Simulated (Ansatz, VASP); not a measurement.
Two plane-wave programs on Hf4N

```
Hf N
1.0
     4.51228    0.00000    0.00000
     0.00000    4.51228    0.00000
     0.00000    0.00000    4.51228
Hf N
4 1
Direct
  0.00000 0.00000 0.00000
  0.50000 0.50000 0.00000
  0.50000 0.00000 0.50000
  0.00000 0.50000 0.50000
  0.50000 0.50000 0.50000
```

Change from the starting cell: species swapped into the Mn4N type (Pm-3m, No. 221).

Alike in both runs: functional PBE; k mesh 8 × 8 × 8; occupations gaussian, width 0.1 eV; no spin polarisation.

Ansatz relaxed the structure, and its values are those at the end. VASP's run is a single point on that final structure, the one shown.

```csv
,VASP,Ansatz
version,VASP 6.6.1,Ansatz 0.2.0
potentials or method,"VASP PAW PBE potentials, release 64 (Hf_pv, N), cutoff 520 eV","scalar-relativistic, plane waves, PAW"
valence electrons in the cell,45,109
```

|  | VASP | Ansatz | Ansatz less VASP |
| --- | --- | --- | --- |
| gap on the k mesh at the Fermi level (eV) | none | none | - |
| pressure (GPa) | -0.8 | 0.0 | +0.83 |

A gap of «none» marks a metal or a gap that the smearing closes. VASP's potentials hold 45 valence electrons a cell and Ansatz's 109, so a difference there can come from the potentials and not from the codes.

Spin-orbit coupling is off throughout.
